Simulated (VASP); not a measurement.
Runs of VASP 6.6.1 on ZnO (zincite). The structure is that of space group P6_3mc (No. 186), or close to it. The cells are those of the table. 

| task | potentials or basis | cell | cutoff (eV) | smearing | second run | gap on the mesh (eV) | pressure (GPa) | largest force (eV/Å) |
| --- | --- | --- | --- | --- | --- | --- | --- | --- |
| single point | VASP PAW PBE potentials, release 64 (Zn, O) | a = 3.312, b = 3.312, c = 5.346 Å, angles 90.0, 90.0, 120.0°, 4 atoms | 520 | gaussian 0.02 eV | - | (c) | (a) | - |
| single point | VASP PAW PBE potentials, release 64 (Zn, O) | a = 3.143, b = 3.143, c = 5.072 Å, angles 90.0, 90.0, 120.0°, 4 atoms | 520 | gaussian 0.02 eV | - | 0.91 | 23.5 | 0.01 |
| single point | VASP PAW PBE potentials, release 64 (Zn, O) | a = 3.385, b = 3.385, c = 5.464 Å, angles 90.0, 90.0, 120.0°, 4 atoms | 520 | gaussian 0.02 eV | - | (b) | -9.3 | - |
| single point | VASP PAW PBE potentials, release 64 (Zn, O) | a = 3.213, b = 3.213, c = 5.185 Å, angles 90.0, 90.0, 120.0°, 4 atoms | 520 | gaussian 0.02 eV | - | 0.82 | 10.4 | - |
| relaxation of shape and atoms at fixed volume | VASP PAW PBE potentials, release 64 (Zn, O) | relaxed from a = 3.178, b = 3.178, c = 5.129 Å, angles 90.0, 90.0, 120.0°, 4 atoms | 600 | gaussian 0.02 eV | - | 0.87 | 16.2 | 0.01 |
| single point | VASP PAW PBE potentials, release 64 (Zn, O_h) | a = 3.178, b = 3.178, c = 5.129 Å, angles 90.0, 90.0, 120.0°, 4 atoms | 910 | gaussian 0.02 eV | hard_potentials | 0.87 | 16.1 | 0.01 |
| relaxation of shape and atoms at fixed volume | VASP PAW PBE potentials, release 64 (Zn, O) | relaxed from a = 3.213, b = 3.213, c = 5.185 Å, angles 90.0, 90.0, 120.0°, 4 atoms | 600 | gaussian 0.02 eV | - | 0.82 | 10.2 | - |
| single point | VASP PAW PBE potentials, release 64 (Zn, O_h) | a = 3.143, b = 3.143, c = 5.072 Å, angles 90.0, 90.0, 120.0°, 4 atoms | 910 | gaussian 0.02 eV | hard_potentials | 0.91 | 23.1 | 0.01 |
| single point | VASP PAW PBE potentials, release 64 (Zn, O) | a = 3.279, b = 3.279, c = 5.293 Å, angles 90.0, 90.0, 120.0°, 4 atoms | 520 | gaussian 0.01 eV | - | 0.73 | 0.9 | - |
| single point | VASP PAW PBE potentials, release 64 (Zn, O) | a = 3.246, b = 3.246, c = 5.240 Å, angles 90.0, 90.0, 120.0°, 4 atoms | 520 | gaussian 0.02 eV | - | 0.77 | 5.3 | - |
| relaxation of shape and atoms at fixed volume | VASP PAW PBE potentials, release 64 (Zn, O) | relaxed from a = 3.246, b = 3.246, c = 5.240 Å, angles 90.0, 90.0, 120.0°, 4 atoms | 600 | gaussian 0.02 eV | - | 0.77 | 5.1 | - |
| single point | VASP PAW PBE potentials, release 64 (Zn, O) | a = 3.178, b = 3.178, c = 5.129 Å, angles 90.0, 90.0, 120.0°, 4 atoms | 520 | gaussian 0.02 eV | - | 0.86 | 16.4 | 0.01 |

Alike in all rows: level PBE; no spin polarisation; k mesh 9 × 9 × 6.

Problem. Estimate the missing entries.

Solution. (a) -2.8; (b) 0.58; (c) 0.68.

Caveats: the relaxation stopped at its first step, so nothing moved (some runs); the cutoff is under 1.25 times the usual one of these potentials, so pressure, stress and relaxed cells hold a basis-set (Pulay) error (some runs).

